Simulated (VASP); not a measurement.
# AlNi (Cmmm) in VASP: notebook

AlNi is run at these levels: r2SCAN; tasks: single point.

Program: VASP 6.6.1. These are calculated values, not measurements. Logs are shortened: lines on timing, memory, paths and dates and some standing lists are left out, and cuts for length are marked.

### Step 1. The cell of the first run

Symmetry: Cmmm, No. 65, orthorhombic system. The conventional cell has a = 3.877 Å, b = 3.906 Å, c = 3.099 Å, α = 90.00°, β = 90.00°, γ = 90.00°. Al (site symmetry mmm) has 8 Ni at 2.48 to 2.49 Å and 6 Al at 2.75 to 3.10 Å within 3.3 Å. Ni (site symmetry mmm) has 8 Al at 2.48 to 2.49 Å and 6 Ni at 2.75 to 3.10 Å within 3.3 Å.

### Step 2. Single point, r2SCAN, collinear spin, ferromagnetic start

POSCAR

```
AlNi
1.0
    1.9386940000     -1.9531901500      0.0000000000
    1.9386940000      1.9531901500      0.0000000000
    0.0000000000      0.0000000000      3.0994300400
Al Ni
1 1
Direct
    0.0000000000      0.0000000000      0.0000000000
    0.5000000000      0.5000000000      0.5000000000
```

INCAR.step1

```
PREC = Accurate
ENCUT = 520
ISMEAR = -1
SIGMA = 0.15
LREAL = F
LASPH = T
NELM = 150
ISPIN = 2
MAGMOM = 0 1.5
LMAXMIX = 4
NBANDS = 18
GGA = PE
ALGO = Normal
EDIFF = 1E-4
LWAVE = T
LCHARG = F
```

INCAR.step2

```
PREC = Accurate
ENCUT = 520
EDIFF = 1E-6
ISMEAR = -1
SIGMA = 0.15
LREAL = F
LASPH = T
NELM = 150
ALGO = Normal
ISIF = 2
LWAVE = F
LCHARG = F
ISPIN = 2
MAGMOM = 0 1.5
LORBIT = 11
LMAXMIX = 4
METAGGA = R2SCAN
LMIXTAU = T
NBANDS = 18
ISTART = 1
```

KPOINTS

```
regular mesh
0
Gamma
  8 8 7
```

Potentials or basis: VASP PAW PBE potentials, release 64 (Al, Ni).

The run is started by

```sh
> cat potpaw_PBE.64/Al/POTCAR potpaw_PBE.64/Ni/POTCAR > POTCAR
> cp INCAR.step1 INCAR
> mpirun -np 1 vasp_std > vasp.out
> cp INCAR.step2 INCAR
> mpirun -np 1 vasp_std > vasp.out
```

OUTCAR:

```text
PREC = Accurate
   ENCUT = 520
   EDIFF = 1E-6
   ISMEAR = -1
   LREAL = F
   LASPH = T
   NELM = 150
   ISIF = 2
   ISPIN = 2
   LORBIT = 11
   METAGGA = R2SCAN
   ISTART = 1

 ion  position               nearest neighbor table
   1  0.000  0.000  0.000-   2 2.48   2 2.48   2 2.48   2 2.48   2 2.49   2 2.49   2 2.49   2 2.49

   2  0.500  0.500  0.500-   1 2.48   1 2.48   1 2.48   1 2.48   1 2.49   1 2.49   1 2.49   1 2.49

  LATTYP: Found a base centered orthorhombic cell.
 ALAT       =     3.8773880000
 B/A-ratio  =     1.0074772759
 C/A-ratio  =     0.7993603013

  Lattice vectors:

 A1 = (   1.9386940000,  -1.9531901500,   0.0000000000)
 A2 = (   1.9386940000,   1.9531901500,   0.0000000000)
 A3 = (   0.0000000000,   0.0000000000,   3.0994300400)

Analysis of symmetry for initial positions (statically):
=====================================================================
 Subroutine PRICEL returns:
 Original cell was already a primitive cell.

 Routine SETGRP: Setting up the symmetry group for a
 base centered orthorhombic supercell.

 Subroutine GETGRP returns: Found  8 space group operations
 (whereof  8 operations were pure point group operations)
 out of a pool of  8 trial point group operations.

The static configuration has the point symmetry D_2h.

Analysis of symmetry for dynamics (positions and initial velocities):
=====================================================================
 Subroutine PRICEL returns:
 Original cell was already a primitive cell.

 Routine SETGRP: Setting up the symmetry group for a
 base centered orthorhombic supercell.

 Subroutine GETGRP returns: Found  8 space group operations
 (whereof  8 operations were pure point group operations)
 out of a pool of  8 trial point group operations.

The dynamic configuration has the point symmetry D_2h.

Analysis of structural, dynamic, and magnetic symmetry:
=====================================================================
 Subroutine PRICEL returns:
 Original cell was already a primitive cell.

 Routine SETGRP: Setting up the symmetry group for a
 base centered orthorhombic supercell.

 Subroutine GETGRP returns: Found  8 space group operations
 (whereof  8 operations were pure point group operations)
 out of a pool of  8 trial point group operations.

The overall configuration has the point symmetry D_2h.

 Subroutine INISYM returns: Found  8 space group operations
 (whereof  8 operations are pure point group operations),
 and found     1 'primitive' translations

----------------------------------------------------------------------------------------

                                     Primitive cell

  volume of cell :      23.4728

  direct lattice vectors                    reciprocal lattice vectors
     1.938694000 -1.953190150  0.000000000     0.257905580 -0.255991461  0.000000000
     1.938694000  1.953190150  0.000000000     0.257905580  0.255991461  0.000000000
     0.000000000  0.000000000  3.099430040     0.000000000  0.000000000  0.322639965

  length of vectors
     2.751996764  2.751996764  3.099430040     0.363382603  0.363382603  0.322639965

  position of ions in fractional coordinates (direct lattice)
     0.000000000  0.000000000  0.000000000
     0.500000000  0.500000000  0.500000000

  ion indices of the primitive-cell ions
   primitive index   ion index
                 1           1
                 2           2

----------------------------------------------------------------------------------------

 KPOINTS: regular mesh

Automatic generation of k-mesh.
 Grid dimensions read from file:
 generate k-points for:    8    8    7

 Generating k-lattice:

  Cartesian coordinates                     Fractional coordinates (reciprocal lattice)
     0.032238197 -0.031998933  0.000000000     0.125000000  0.000000000  0.000000000
     0.032238197  0.031998933  0.000000000     0.000000000  0.125000000  0.000000000
     0.000000000  0.000000000  0.046091424     0.000000000  0.000000000  0.142857143

  Length of vectors
     0.045422825  0.045422825  0.046091424

  Shift w.r.t. Gamma in fractional coordinates (k-lattice)
     0.000000000  0.000000000  0.000000000

 Subroutine IBZKPT returns following result:
 ===========================================

 Found     84 irreducible k-points:

 Following reciprocal coordinates:
            Coordinates               Weight
  0.000000  0.000000  0.000000      1.000000
  0.125000  0.000000  0.000000      4.000000
  0.250000  0.000000  0.000000      4.000000
  0.375000  0.000000  0.000000      4.000000
  0.500000  0.000000  0.000000      2.000000
  0.125000  0.125000  0.000000      2.000000
[... 16 lines left out ...]
  0.125000  0.000000  0.142857      8.000000
  0.250000  0.000000  0.142857      8.000000
 [... further k-points ...]
   k-points           NKPTS =     84   k-points in BZ     NKDIM =     84   number of bands    NBANDS=     18
   number of dos      NEDOS =    301   number of ions     NIONS =      2
   total plane-waves  NPLWV =   9600
   dimension x,y,z NGX =    20 NGY =   20 NGZ =   24
   dimension x,y,z NGXF=    40 NGYF=   40 NGZF=   48
   ions per type =               1   1
   NGX,Y,Z   is equivalent  to a cutoff of  12.08, 12.08, 12.87 a.u.
   NGXF,Y,Z  is equivalent  to a cutoff of  24.16, 24.16, 25.75 a.u.
 SYSTEM =  unknown system
   PREC   = accura    normal or accurate (medium, high low for compatibility)
   ISTART =      1    job   : 0-new  1-cont  2-samecut
   ICHARG =      0    charge: 1-file 2-atom 10-const
   ISPIN  =      2    spin polarized calculation?
   LNONCOLLINEAR =      F non collinear calculations
   LSORBIT =      F    spin-orbit coupling
   LASPH  =      T    aspherical Exc in radial PAW
   ENCUT  =  520.0 eV  38.22 Ry    6.18 a.u.   5.12  5.12  5.76*2*pi/ulx,y,z
   NELM   =    150;   NELMIN=  2; NELMDL=  0     # of ELM steps
   EDIFF  = 0.1E-05   stopping-criterion for ELM
   LREAL  =      F    real-space projection
   EDIFFG = 0.1E-04   stopping-criterion for IOM
   NSW    =      0    number of steps for IOM
   IBRION =     -1    ionic relax: 0-MD 1-quasi-New 2-CG
   NFREE  =      0    steps in history (QN), initial steepest desc. (CG)
   ISIF   =      2    stress and relaxation
   ISYM   =      2    0-nonsym 1-usesym 2-fastsym
   POTIM  = 0.5000    time-step for ionic-motion
   TEBEG  =    0.0;   TEEND  =   0.0 temperature during run
   PSTRESS=    0.0 pullay stress
   NELECT =      13.0000    total number of electrons
   NUPDOWN=      -1.0000    fix difference up-down
   EMIN   =  10.00;   EMAX   =-10.00  energy-range for DOS
   EFERMI =   0.00;   METHOD = LEGACY
   ISMEAR =    -1;   SIGMA  =   0.15  broadening in eV -4-tet -1-fermi 0-gaus
   EFERMI_NEDOS =   21; number of points for ismear=-14 and -15
   IALGO  =     38    algorithm
   IMIX   =      4    mixing-type and parameters
     AMIX     =   0.40;   BMIX     =  1.00
     AMIX_MAG =   1.60;   BMIX_MAG =  1.00
  volume/ion in A,a.u.               =      11.74        79.20
  Fermi-wavevector in a.u.,A,eV,Ry     =   1.344417  2.540580 24.591955  1.807458
  Thomas-Fermi vector in A             =   2.472413
   LORBIT       =     11    0 simple, 1 ext, 2 COOP (PROOUT), +10 PAW based schemes
   METAGGA = R2SCAN    functional components
   LHFCALC =     F    Hartree Fock is set to
   AEXX    =    0.0000 exact exchange contribution
   IVDW    =     0    specifies the selected vdW correction
   LEPSILON=     F    determine dielectric tensor
   LRPA    =     F    only Hartree local field effects (RPA)
 spin polarized calculation
  energy-cutoff  :      520.00
  volume of cell :       23.47
 maximum number of plane-waves:       646
   NGX = 11   NGY = 11   NGZ = 11

 number of electron      13.0000021 magnetization       0.0000108

 Free energy of the ion-electron system (eV)
  ---------------------------------------------------
  ext. energy  EPLUGINS =         0.00000000
  ---------------------------------------------------
  free energy    TOTEN  =       -20.04709532 eV

  energy without entropy =      -19.97536345  energy(sigma->0) =      -20.01122939

 E-fermi :  10.1501     XC(G=0): -13.1133

 val. band max:       10.1498423356   @ k =   0.3750   0.1250   0.0000
 cond. band min:      10.1574647880   @ k =  -0.3750   0.1250   0.0000
 fundamental gap:      0.0076224523
 Fermi energy:        10.1501354418

 spin component 1

 k-point     1 :       0.0000    0.0000    0.0000
  band No.  band energies     occupation
      1      -1.7334      1.00000
      2       6.5468      1.00000
      3       6.7420      1.00000
      4       8.3903      0.99999
      5       8.4097      0.99999
      6       8.6450      0.99996
[... 10 lines left out ...]
     17      34.8998      0.00000
     18      34.9066      0.00000
[... 463 lines left out ...]
 k-point    24 :       0.2500    0.0000    0.1429
  band No.  band energies     occupation
      1      -0.1006      1.00000
      2       6.5951      1.00000
      3       6.7680      1.00000
      4       7.6392      1.00000
      5       8.2630      1.00000
      6       8.3823      0.99999
[... 10 lines left out ...]
     17      31.8695      0.00000
     18      35.6892      0.00000

 [... further k-points ...]

 spin component 2

 k-point     1 :       0.0000    0.0000    0.0000
  band No.  band energies     occupation
      1      -1.7334      1.00000
      2       6.5468      1.00000
      3       6.7420      1.00000
      4       8.3903      0.99999
      5       8.4097      0.99999
      6       8.6451      0.99996
[... 10 lines left out ...]
     17      34.8998      0.00000
     18      34.9066      0.00000
[... 463 lines left out ...]
 k-point    24 :       0.2500    0.0000    0.1429
  band No.  band energies     occupation
      1      -0.1006      1.00000
      2       6.5951      1.00000
      3       6.7680      1.00000
      4       7.6392      1.00000
      5       8.2630      1.00000
      6       8.3823      0.99999
[... 10 lines left out ...]
     17      31.8695      0.00000
     18      35.6892      0.00000

 [... further k-points ...]
[... 5 lines left out ...]
  --------------------------------------------------------------------------------------
  -------------------------------------------------------------------------------------
  Total        0.5203684      0.2792550     -0.4895159      0.0000000      0.0000000      0.0000000
  in kB       35.5185999     19.0610089    -33.4127118      0.0000000      0.0000000      0.0000000
  external PRESSURE =       7.0556323 kB  Pullay stress =       0.0000000 kB

 VOLUME and BASIS-vectors are now :
 -----------------------------------------------------------------------------
  energy-cutoff  :      520.00
  volume of cell :       23.47
      direct lattice vectors                 reciprocal lattice vectors
     1.938694000 -1.953190150  0.000000000     0.257905580 -0.255991461  0.000000000
     1.938694000  1.953190150  0.000000000     0.257905580  0.255991461  0.000000000
     0.000000000  0.000000000  3.099430040     0.000000000  0.000000000  0.322639965

 POSITION                                       TOTAL-FORCE (eV/Angst)
 -----------------------------------------------------------------------------------
      0.00000      0.00000      0.00000        -0.000000     -0.000000      0.000000
      1.93869      0.00000      1.54972         0.000000      0.000000      0.000000
 -----------------------------------------------------------------------------------
    total drift:                                0.000000      0.000000      0.000000

  FREE ENERGIE OF THE ION-ELECTRON SYSTEM (eV)
  ---------------------------------------------------
  free  energy   TOTEN  =       -20.0470953224 eV

  energy  without entropy=      -19.9753634481  energy(sigma->0) =      -20.01122939

 total charge

# of ion       s       p       d       tot
------------------------------------------
    1        0.386   0.437   0.000   0.823
    2        0.496   0.563   8.478   9.537
--------------------------------------------------
tot          0.882   1.001   8.478  10.360

 magnetization (x)

# of ion       s       p       d       tot
------------------------------------------
    1        0.000   0.000   0.000   0.000
    2        0.000   0.000   0.000   0.000
--------------------------------------------------
tot          0.000   0.000   0.000   0.000
```

Wall time 97 s (1 thread of Intel Xeon Platinum 8559C (Emerald Rapids), shared host); peak memory 0.17 GiB.

Results:

| Quantity | Value |
| --- | --- |
| Free energy | -20.0471 eV |
| Pressure | 0.7 GPa |
| Net moment | 0.00 μB per cell |
| Valence electrons inside the program's atomic spheres | Al 0.82; Ni 9.54 |

Stress tensor (GPa, compression positive):
```
 3.55  0.00  0.00
 0.00  1.91  0.00
 0.00  0.00 -3.34
```

Caveat: the starting moments collapsed, and a magnetic state may lie lower; the PAW data sets were made with another functional, which shifts forces and pressure a little.

### Step 3. Single point, r2SCAN, collinear spin, ferromagnetic start

POSCAR is that of step 2.

INCAR.step1

```
PREC = Accurate ; ENCUT = 520
ISMEAR = -1 ; SIGMA = 0.15
LREAL = F ; LASPH = T
NELM = 150 ; ISPIN = 2
MAGMOM = 0 1.5 ; LMAXMIX = 4
NBANDS = 18 ; GGA = PE
ALGO = Normal ; EDIFF = 1E-4
LWAVE = T ; LCHARG = F
```

INCAR.step2

```
PREC = Accurate ; ENCUT = 520
EDIFF = 1E-7 ; ISMEAR = -1
SIGMA = 0.15 ; LREAL = F
LASPH = T ; NELM = 150
ALGO = Normal ; ISIF = 2
LWAVE = F ; LCHARG = F
ISPIN = 2 ; MAGMOM = 0 1.5
LORBIT = 11 ; LMAXMIX = 4
METAGGA = R2SCAN ; LMIXTAU = T
NBANDS = 18 ; ISTART = 1
```

KPOINTS

```
regular mesh
0
Gamma
  10 10 9
```

Potentials or basis: VASP PAW PBE potentials, release 64 (Al, Ni).

The run is started by

```sh
> cat potpaw_PBE.64/Al/POTCAR potpaw_PBE.64/Ni/POTCAR > POTCAR
> cp INCAR.step1 INCAR
> mpirun -np 1 vasp_std > vasp.out
> cp INCAR.step2 INCAR
> mpirun -np 1 vasp_std > vasp.out
```

It took 3.2 min on 1 thread of Intel Xeon Platinum 8559C (Emerald Rapids), shared host; peak memory 0.21 GiB.

It converged, with:

* Free energy: -20.0538 eV
* Pressure: 0.6 GPa
* Net moment: 0.00 μB per cell
* Valence electrons inside the program's atomic spheres: Al 0.82; Ni 9.54

Stress tensor (GPa, compression positive):
```
 3.82  0.00  0.00
 0.00  2.14  0.00
 0.00  0.00 -4.23
```

Levels at points of the mesh, in eV from the Fermi level:
Spin up:
| k point | band 5 | band 6 | band 7 | band 8 | band 9 | band 10 |
| --- | --- | --- | --- | --- | --- | --- |
| (0.00, 0.00, 0.00) | -1.73 | -1.49 | 3.13 | 7.38 | 7.51 | 7.56 |
| (0.50, 0.00, 0.00) | -2.23 | -1.62 | -0.38 | 8.17 | 8.27 | 9.94 |
| (0.50, 0.50, 0.00) | -2.57 | -2.51 | -0.88 | 2.30 | 3.51 | 11.64 |
Spin down:
| k point | band 3 | band 4 | band 5 | band 6 | band 7 | band 8 | band 9 | band 10 | band 11 | band 12 |
| --- | --- | --- | --- | --- | --- | --- | --- | --- | --- | --- |
| (0.00, 0.00, 0.00) | -3.41 | -1.75 | -1.73 | -1.49 | 3.13 | 7.38 | 7.51 | 7.56 | 8.95 | 15.88 |
| (0.50, 0.00, 0.00) | -2.92 | -2.89 | -2.23 | -1.62 | -0.38 | 8.17 | 8.27 | 9.94 | 12.25 | 13.56 |
| (0.50, 0.50, 0.00) | -2.64 | -2.58 | -2.57 | -2.51 | -0.88 | 2.30 | 3.51 | 11.64 | 14.27 | 14.31 |

Caveat: the starting moments collapsed, and a magnetic state may lie lower; the PAW data sets were made with another functional, which shifts forces and pressure a little.
